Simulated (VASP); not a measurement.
# InB2As3 (Cmmm) in VASP: notebook

InB2As3 is run at these levels: PBE; tasks: relaxation of cell and atoms, single point.

All numbers are computed with VASP 6.6.1; they aren't measurements. Logs are shortened: lines on timing, memory, paths and dates and some standing lists are left out, and cuts for length are marked.

## 1. The cell of the first run

The structure is orthorhombic, space group Cmmm (No. 65). Conventional cell: a = 4.069 Å, b = 13.666 Å, c = 4.210 Å, α = 90.00°, β = 90.00°, γ = 90.00°. Within 3.6 Å of In (site symmetry mmm) lie 4 B at 2.71 Å and 8 As at 2.93 to 3.25 Å. Within 3.5 Å of B (site symmetry m2m) lie 8 As at 2.66 to 3.34 Å and 2 In at 2.71 Å and 1 B at 3.42 Å. Within 3.5 Å of As (site symmetry mmm) lie 4 B at 2.66 Å and 4 In at 2.93 Å and 4 As at 3.29 Å. As (site symmetry m2m) has 4 As at 2.70 to 3.29 Å and 6 B at 3.04 to 3.34 Å and 2 In at 3.25 Å within 3.6 Å.

The cell was built from a structure type or drawn by symmetry, and may not be a known phase.

## 2. Relaxation of cell and atoms, PBE

INCAR reads:

```
PREC = Accurate ; ENCUT = 600
EDIFF = 1E-6 ; ISMEAR = 0
SIGMA = 0.1 ; LREAL = F
LASPH = T ; NELM = 60
ALGO = Normal ; ISIF = 3
LWAVE = F ; LCHARG = F
GGA = PE ; IBRION = 2
NSW = 90 ; EDIFFG = -0.04
```

KPOINTS reads:

```
Automatic mesh
0
Gamma
  4 4 4
```

POSCAR reads:

```
InB2As3
1.0
    2.0344296200     -6.8330299700      0.0000000000
    2.0344296200      6.8330299700      0.0000000000
    0.0000000000      0.0000000000      4.2103850600
In B As
1 2 3
Direct
    0.0000000000      0.0000000000      0.0000000000
    0.1250000000      0.8750000000      0.5000000000
    0.8750000000      0.1250000000      0.5000000000
    0.5000000000      0.5000000000      0.5000000000
    0.3150000000      0.6850000000      0.0000000000
    0.6850000000      0.3150000000      0.0000000000
```

Potentials or basis: VASP PAW PBE potentials, release 64 (In_d, B, As).

Launch:

```sh
$ cat potpaw_PBE.64/In_d/POTCAR potpaw_PBE.64/B/POTCAR potpaw_PBE.64/As/POTCAR > POTCAR
$ mpirun -np 1 vasp_std > vasp.out
```

OUTCAR:

```text
PREC = Accurate
   ENCUT = 600
   EDIFF = 1E-6
   ISMEAR = 0
   LREAL = F
   LASPH = T
   NELM = 60
   ISIF = 3
   GGA = PE
   IBRION = 2
   NSW = 90
   EDIFFG = -0.04

 ion  position               nearest neighbor table
   1  0.000  0.000  0.000-   2 2.71   3 2.71   2 2.71   3 2.71   4 2.93   4 2.93   4 2.93   4 2.93
                             6 3.25   5 3.25   6 3.25   5 3.25
   2  0.125  0.875  0.500-   1 2.71   1 2.71
   3  0.875  0.125  0.500-   1 2.71   1 2.71
   4  0.500  0.500  0.500-   1 2.93   1 2.93   1 2.93   1 2.93
   5  0.315  0.685  0.000-   6 2.70   6 2.70   1 3.25   1 3.25
   6  0.685  0.315  0.000-   5 2.70   5 2.70   1 3.25   1 3.25

  LATTYP: Found a base centered orthorhombic cell.
 ALAT       =     4.0688592400
 B/A-ratio  =     3.3586956771
 C/A-ratio  =     1.0347826778

  Lattice vectors:

 A1 = (   2.0344296200,  -6.8330299700,   0.0000000000)
 A2 = (   2.0344296200,   6.8330299700,   0.0000000000)
 A3 = (   0.0000000000,   0.0000000000,   4.2103850600)

Analysis of symmetry for initial positions (statically):
=====================================================================
 Subroutine PRICEL returns:
 Original cell was already a primitive cell.

 Routine SETGRP: Setting up the symmetry group for a
 base centered orthorhombic supercell.

 Subroutine GETGRP returns: Found  8 space group operations
 (whereof  8 operations were pure point group operations)
 out of a pool of  8 trial point group operations.

The static configuration has the point symmetry D_2h.

Analysis of symmetry for dynamics (positions and initial velocities):
=====================================================================
 Subroutine PRICEL returns:
 Original cell was already a primitive cell.

 Routine SETGRP: Setting up the symmetry group for a
 base centered orthorhombic supercell.

 Subroutine GETGRP returns: Found  8 space group operations
 (whereof  8 operations were pure point group operations)
 out of a pool of  8 trial point group operations.

The dynamic configuration has the point symmetry D_2h.

 Subroutine INISYM returns: Found  8 space group operations
 (whereof  8 operations are pure point group operations),
 and found     1 'primitive' translations

----------------------------------------------------------------------------------------

                                     Primitive cell

  volume of cell :     117.0598
[... 85 lines left out ...]
   ISTART =      0    job   : 0-new  1-cont  2-samecut
   ICHARG =      2    charge: 1-file 2-atom 10-const
   ISPIN  =      1    spin polarized calculation?
   LNONCOLLINEAR =      F non collinear calculations
   LSORBIT =      F    spin-orbit coupling
   LASPH  =      T    aspherical Exc in radial PAW
   ENCUT  =  600.0 eV  44.10 Ry    6.64 a.u.  14.24 14.24  8.41*2*pi/ulx,y,z
   NELM   =     60;   NELMIN=  2; NELMDL= -5     # of ELM steps
   EDIFF  = 0.1E-05   stopping-criterion for ELM
   LREAL  =      F    real-space projection
   EDIFFG = -.4E-01   stopping-criterion for IOM
   NSW    =     90    number of steps for IOM
   IBRION =      2    ionic relax: 0-MD 1-quasi-New 2-CG
   NFREE  =      1    steps in history (QN), initial steepest desc. (CG)
   ISIF   =      3    stress and relaxation
   ISYM   =      2    0-nonsym 1-usesym 2-fastsym
   POTIM  = 0.5000    time-step for ionic-motion
   TEBEG  =    0.0;   TEEND  =   0.0 temperature during run
   PSTRESS=    0.0 pullay stress
   NELECT =      34.0000    total number of electrons
   NUPDOWN=      -1.0000    fix difference up-down
   EMIN   =  10.00;   EMAX   =-10.00  energy-range for DOS
   EFERMI =   0.00;   METHOD = LEGACY
   ISMEAR =     0;   SIGMA  =   0.10  broadening in eV -4-tet -1-fermi 0-gaus
   EFERMI_NEDOS =   21; number of points for ismear=-14 and -15
   IALGO  =     38    algorithm
   IMIX   =      4    mixing-type and parameters
     AMIX     =   0.40;   BMIX     =  1.00
     AMIX_MAG =   1.60;   BMIX_MAG =  1.00
  volume/ion in A,a.u.               =      19.51       131.66
  Fermi-wavevector in a.u.,A,eV,Ry     =   1.084173  2.048790 15.992707  1.175431
  Thomas-Fermi vector in A             =   2.220257
   LORBIT       =      0    0 simple, 1 ext, 2 COOP (PROOUT), +10 PAW based schemes
   GGA     = PE    functional components
   LHFCALC =     F    Hartree Fock is set to
   AEXX    =    0.0000 exact exchange contribution
   IVDW    =     0    specifies the selected vdW correction
   LEPSILON=     F    determine dielectric tensor
   LRPA    =     F    only Hartree local field effects (RPA)
 conjugate gradient relaxation of ions
 non-spin polarized calculation
 Gauss-broadening in eV      SIGMA  =   0.10
  energy-cutoff  :      600.00
  volume of cell :      117.06
 maximum number of plane-waves:      3931
 NGX is ok and might be reduce to    60
   NGX = 29   NGY = 29   NGZ = 17

--------------------------------------- Ionic step        1  -------------------------------------------

 number of electron      34.0000000 magnetization

 Free energy of the ion-electron system (eV)
  ---------------------------------------------------
  ext. energy  EPLUGINS =         0.00000000
  ---------------------------------------------------
  free energy    TOTEN  =       -22.03287067 eV

  energy without entropy =      -22.01033281  energy(sigma->0) =      -22.02160174

------------------------ aborting loop because EDIFF is reached ----------------------------------------

  FORCE on cell =-STRESS in cart. coord.  units (eV):
  Direction    XX          YY          ZZ          XY          YZ          ZX
  --------------------------------------------------------------------------------------
  -------------------------------------------------------------------------------------
  Total       -6.4736236     -3.2868841     -3.4853419     -0.0000000      0.0000000      0.0000000
  in kB      -88.6033651    -44.9870135    -47.7032709     -0.0000000      0.0000000      0.0000000
  external PRESSURE =     -60.4312165 kB  Pullay stress =       0.0000000 kB
[... 1126 lines left out ...]
     20       6.7025      0.00000
     21       7.2239      0.00000

[... ionic steps 4 to 67 ...]

--------------------------------------- Ionic step       68  -------------------------------------------

 number of electron      34.0000004 magnetization

------------------------ aborting loop because EDIFF is reached ----------------------------------------
[... 75 lines left out ...]
--------------------------------------- Ionic step       70  -------------------------------------------

 number of electron      34.0000003 magnetization

 Free energy of the ion-electron system (eV)
  ---------------------------------------------------
  ext. energy  EPLUGINS =         0.00000000
  ---------------------------------------------------
  free energy    TOTEN  =       -23.07236670 eV

  energy without entropy =      -23.05979630  energy(sigma->0) =      -23.06608150

 E-fermi :   3.1915     XC(G=0):  -8.9547

 val. band max:        3.1511230490   @ k =   0.2500   0.0000   0.2500
 cond. band min:       3.2286220098   @ k =   0.5000   0.0000   0.0000
 fundamental gap:      0.0774989608
 Fermi energy:         3.1915072112
[... 535 lines left out ...]
  FREE ENERGIE OF THE ION-ELECTRON SYSTEM (eV)
  ---------------------------------------------------
  free  energy   TOTEN  =       -23.0723667022 eV

  energy  without entropy=      -23.0597963029  energy(sigma->0) =      -23.06608150

 reached required accuracy - stopping structural energy minimisation
```

OSZICAR:

```text
N       E                     dE             d eps       ncg     rms          rms(c)
DAV:   1     0.245300321083E+03    0.24530E+03   -0.15758E+04   882   0.176E+03
DAV:   2     0.659168810700E+01   -0.23871E+03   -0.23025E+03   917   0.384E+02
DAV:   3    -0.206074751000E+02   -0.27199E+02   -0.25557E+02  1154   0.116E+02
DAV:   4    -0.222357793013E+02   -0.16283E+01   -0.15084E+01  1141   0.238E+01
[... 638 lines left out ...]
DAV:   2    -0.230728200647E+02    0.16728E-02   -0.68859E-03  1149   0.986E-01    0.109E-01
DAV:   3    -0.230723923687E+02    0.42770E-03   -0.11897E-03  1114   0.387E-01    0.362E-02
DAV:   4    -0.230723694190E+02    0.22950E-04   -0.92976E-05  1112   0.718E-02    0.214E-02
DAV:   5    -0.230723660952E+02    0.33238E-05   -0.13531E-05  1109   0.293E-02    0.791E-03
DAV:   6    -0.230723667022E+02   -0.60703E-06   -0.18804E-06   691   0.132E-02
  70 F= -.23072367E+02 E0= -.23066082E+02  d E =-.718726E-03
```

CONTCAR:

```text
InB2As3
   1.00000000000000
     1.8617280907689771   -6.4401494913842976    0.0000000000000000
     1.8617280907689751    6.4401494913842976    0.0000000000000000
     0.0000000000000000    0.0000000000000000    5.7648757232839207
  In              B               As
     1     2     3
Direct
     0.0000000000000000    0.0000000000000000    0.0000000000000000
     0.0752158416613119    0.9247841583386880    0.5000000000000000
     0.9247841583386880    0.0752158416613119    0.5000000000000000
     0.5000000000000000    0.5000000000000000    0.5000000000000000
     0.3085253488306365    0.6914746511693638    0.0000000000000000
     0.6914746511693638    0.3085253488306365    0.0000000000000000

  0.00000000E+00  0.00000000E+00  0.00000000E+00
  0.00000000E+00  0.00000000E+00  0.00000000E+00
  0.00000000E+00  0.00000000E+00  0.00000000E+00
  0.00000000E+00  0.00000000E+00  0.00000000E+00
  0.00000000E+00  0.00000000E+00  0.00000000E+00
  0.00000000E+00  0.00000000E+00  0.00000000E+00
```

Run time: 33 min. Hardware: 1 thread of Intel Xeon 6975P-C (Granite Rapids), shared host; peak memory 0.4 GiB.

What came out:

```
Free energy                           : -23.0724 eV
Relaxed volume                        : 23.04 Å³/atom
Relaxed cell                          : a = 6.704 Å, b = 6.704 Å, c = 5.765 Å, α = 90.00°, β = 90.00°, γ = 147.75°
Space group after relaxing (to 0.1 Å) : Cmmm (No. 65)
Energy gained by relaxing             : 173.2 meV/atom
Ionic steps                           : 70
Pressure after relaxing               : 0.0 GPa
Largest force after relaxing          : 0.009 eV/Å
Band gap on the k mesh                : zero (bands 17 and 18 overlap by 0.68 eV)
```

Forces on the atoms (eV/Å):
```
In   0.000  0.000  0.000
B    0.000  0.002  0.000
B    0.000 -0.002  0.000
As   0.000  0.000  0.000
As   0.000  0.009  0.000
As   0.000 -0.009  0.000
```

Step by step:
| step | energy change (eV) | largest force (eV/Å) | pressure (GPa) | volume (Å³) |
| --- | --- | --- | --- | --- |
| 1 | 0.0000 | 0.7332 | -6.04 | 117.06 |
| 3 | -0.3227 | 0.2098 | 0.58 | 104.80 |
| 5 | -0.3620 | 0.2566 | 0.34 | 105.60 |
| 7 | -0.3783 | 0.2697 | -0.22 | 106.67 |
| 9 | -0.3956 | 0.2057 | -0.67 | 107.81 |
| 11 | -0.4338 | 0.0551 | 2.55 | 106.11 |
| 13 | -0.4376 | 0.0892 | 1.92 | 106.42 |
| 15 | -0.4538 | 0.0413 | 2.31 | 106.80 |
| 17 | -0.4793 | 0.0407 | 2.52 | 108.37 |
| 19 | -0.5000 | 0.4154 | 0.05 | 117.88 |
| 21 | -0.5701 | 0.1411 | 0.49 | 114.57 |
| 23 | -0.6311 | 0.2154 | -0.90 | 118.32 |
| 25 | -0.6423 | 0.1546 | -0.37 | 117.56 |
| 27 | -0.6467 | 0.1513 | 0.35 | 116.43 |
| 29 | -0.6492 | 0.0484 | 0.06 | 116.78 |
| 31 | -0.6517 | 0.0558 | 0.07 | 117.38 |
| 33 | -0.6740 | 0.2424 | 0.22 | 120.04 |
| 35 | -0.6754 | 0.3578 | 0.21 | 121.42 |
| 37 | -0.6758 | 0.3346 | 0.20 | 121.14 |
| 39 | -0.6764 | 0.3424 | 0.20 | 121.30 |
| 41 | -0.6785 | 0.3737 | 0.18 | 121.94 |
| 43 | -0.6823 | 0.4061 | 0.16 | 122.91 |
| 45 | -0.7054 | 0.3272 | 0.10 | 124.06 |
| 47 | -0.8082 | 0.0666 | -0.14 | 128.51 |
| 49 | -0.9024 | 0.2993 | 0.02 | 135.65 |
| 51 | -0.9313 | 0.3544 | 0.69 | 136.78 |
| 53 | -0.9490 | 0.4920 | 1.36 | 137.92 |
| 55 | -0.9642 | 0.6921 | 1.24 | 140.72 |
| 57 | -0.9959 | 0.3460 | -0.62 | 144.07 |
| 59 | -1.0221 | 0.0658 | -0.16 | 143.43 |
| 61 | -1.0257 | 0.0588 | -0.22 | 143.05 |
| 63 | -1.0306 | 0.1359 | -0.91 | 139.84 |
| 65 | -1.0371 | 0.0656 | -0.42 | 140.33 |
| 67 | -1.0388 | 0.0807 | -0.03 | 138.88 |
| 69 | -1.0391 | 0.0575 | -0.02 | 138.66 |
| 70 | -1.0395 | 0.0085 | -0.04 | 138.24 |

Final structure:
```
CELL_PARAMETERS angstrom
1.86173 -6.44015 0.00000
1.86173 6.44015 0.00000
0.00000 0.00000 5.76488
ATOMIC_POSITIONS crystal
In 0.00000 0.00000 0.00000
B 0.07522 0.92478 0.50000
B 0.92478 0.07522 0.50000
As 0.50000 0.50000 0.50000
As 0.30853 0.69147 0.00000
As 0.69147 0.30853 0.00000
```

Levels at points of the mesh, in eV from the Fermi level:
```csv
k point,band 14,band 15,band 16,band 17,band 18,band 19,band 20,band 21
"(0.00, 0.00, 0.00)",-2.36,-2.10,-0.81,0.10,0.21,1.12,1.95,2.60
"(0.50, 0.00, 0.00)",-2.47,-2.05,-2.01,-0.57,0.04,0.08,0.18,2.26
"(0.50, 0.50, 0.00)",-2.64,-2.25,-2.03,-0.29,1.81,1.84,2.13,2.33
"(0.00, 0.00, 0.50)",-2.35,-1.73,-0.29,0.29,1.28,1.70,1.89,2.14
"(0.50, 0.00, 0.50)",-2.78,-1.89,-0.73,-0.61,0.39,0.66,1.05,2.91
"(0.50, 0.50, 0.50)",-2.36,-2.19,-1.03,-0.99,1.37,1.94,1.95,2.08
```

Caveat: the k points lie up to 0.44 Å⁻¹ apart in the final cell, too coarse for converged energies and pressures of a metal; the volume moved by over 15 % at a fixed basis, so the end points are rough; semilocal functionals underestimate gaps, so a narrow gap can read as zero; spin-orbit coupling is left out, which moves the levels of the heavy elements.

(Continued in part 2 of 2.)
